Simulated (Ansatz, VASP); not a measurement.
## One calculation of Ir, two programs

Contents of INCAR:

```
PREC     = Accurate       # precision mode
ENCUT    = 560            # plane-wave cutoff, eV
EDIFF    = 1E-6           # SCF threshold, eV
ISMEAR   = -1             # smearing method
SIGMA    = 0.1            # smearing width, eV
LREAL    = False          # projectors in reciprocal space
LASPH    = True           # aspherical terms in the spheres
NELM     = 120            # most SCF steps
ALGO     = Normal         # electronic algorithm
ISIF     = 2              # what is computed and relaxed
LWAVE    = False          # write WAVECAR
LCHARG   = False          # write CHGCAR
GGA      = PS             # functional
NBANDS   = 24             # bands
GGA_COMPAT= False
```

KPOINTS

```
Automatic mesh
0
Gamma
  12 12 7
```

The input POSCAR:

```
Ir
1.0
    2.7141946308      0.0000000000      0.0000000000
   -1.3570973154      2.3505565929      0.0000000000
    0.0000000000      0.0000000000      4.4019813909
Ir
2
Direct
    0.6666666667      0.3333333333      0.7500000000
    0.3333333333      0.6666666667      0.2500000000
```

Input for Ansatz:

```yaml
crystal:
  lattice:
    - [2.714194630828548, 0.0, 0.0]
    - [-1.357097315414274, 2.350556592892669, 0.0]
    - [0.0, 0.0, 4.401981390865646]
  atoms:
    - { symbol: Ir, position: [0.6666666666666666, 0.3333333333333333, 0.75] }
    - { symbol: Ir, position: [0.3333333333333333, 0.6666666666666666, 0.25] }
basis:
  ecutwfc: 550.0
kpoints:
  mp_grid:
    grid: [12, 12, 7]
hamiltonian:
  xc: pbesol
scf:
  occupations:
    method: fermi_dirac
output:
  stress: true
```

Alike in both runs: task single point; functional PBEsol; k mesh 12 × 12 × 7; no spin polarisation.

|  | VASP | Ansatz |
| --- | --- | --- |
| version | VASP 6.6.1 | Ansatz 0.2.0 |
| potentials or method | VASP PAW PBE potentials, release 64 (Ir_sv_GW), cutoff 560 eV | plane waves, PAW |
| occupations | fermi-dirac, width 0.1 eV | fermi-dirac |
| valence electrons in the cell | 34 | 34 |

|  | VASP | Ansatz | Ansatz less VASP |
| --- | --- | --- | --- |
| pressure (GPa) | 0.3 | 2.1 | +1.76 |
| traceless stress, the component that is largest in VASP (GPa) | 0.57 | 0.57 | -0.001 |

VASP's potentials were made for PBE, not for PBEsol. Ansatz's warnings: structure snapped to symmetry.

Spin-orbit coupling is off throughout.
